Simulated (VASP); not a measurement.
Runs of VASP 6.6.1 on SiC. The structure is that of space group P6_3mc (No. 186), or close to it. The cells are those of the table. 

```csv
task,cell,cutoff (eV),gap on the mesh (eV),pressure (GPa)
single point,"a = 3.016, b = 3.016, c = 4.948 Å, angles 90.0, 90.0, 120.0°, 4 atoms",520,(a),10.4
relaxation of cell and atoms,"relaxed to 2 GPa from a = 3.056, b = 3.056, c = 5.016 Å, angles 90.0, 90.0, 120.0°, 4 atoms",600,2.37,2.0
relaxation of cell and atoms,"relaxed to 4 GPa from a = 3.056, b = 3.056, c = 5.016 Å, angles 90.0, 90.0, 120.0°, 4 atoms",600,2.36,4.0
single point,"a = 2.998, b = 2.998, c = 4.918 Å, angles 90.0, 90.0, 120.0°, 4 atoms",520,(b),15.4
single point,"a = 3.052, b = 3.052, c = 5.009 Å, angles 90.0, 90.0, 120.0°, 4 atoms",520,2.37,1.4
```

Alike in all rows: level LDA; potentials or basis VASP PAW LDA potentials, release 64 (Si, C); no spin polarisation; k mesh 8 × 8 × 6; smearing gaussian 0.01 eV.

Problem. Fill in the values left out.

Solution. (a) 2.32; (b) 2.29.

Caveats: the cell is relaxed towards a set pressure, so the enthalpy falls and the energy may rise (some runs).

A k mesh can miss the band edges.
